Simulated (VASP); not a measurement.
Si2W (fluorite type): single point with PBE

The system is Si2W (fluorite type).

```
W Si
1.0
     0.00000    2.94955    2.94955
     2.94955    0.00000    2.94955
     2.94955    2.94955    0.00000
W Si
1 2
Direct
  0.00000 0.00000 0.00000
  0.25000 0.25000 0.25000
  0.75000 0.75000 0.75000
```

```json
{
  "Program": "VASP 6.6.1",
  "Task": "single point",
  "Functional": "PBE",
  "Potentials or basis": "VASP PAW PBE potentials, release 64 (W_sv, Si)",
  "Cutoff": "520 eV",
  "k mesh": "9 × 9 × 9",
  "Occupations": "fermi-dirac, width 0.05 eV",
  "Spin": "no spin polarisation",
  "Dipole correction": "no",
  "Further INCAR settings": "ALGO = Normal; EDIFF = 1e-06; NBANDS = 18"
}
```

| Quantity | Value |
| --- | --- |
| Pressure | 0.1 GPa |
| Band gap on the k mesh | zero (band 11 reaches 9.06 eV, above the bottom of band 12 at 7.52 eV) |

Levels at points of the mesh, in eV from the Fermi level:
```tsv
k point	band 8	band 9	band 10	band 11	band 12	band 13	band 14	band 15
(0.00, 0.00, 0.00)	-4.40	-2.36	-0.90	-0.90	3.76	3.76	3.76	4.36
```

It took 19 s on 1 thread of Intel(R) Xeon(R) Platinum 8375C CPU @ 2.90GHz (Ice Lake), on a shared host, peak memory 0.19 GiB.

Caveat: spin-orbit coupling is left out, which moves the levels of the heavy elements.
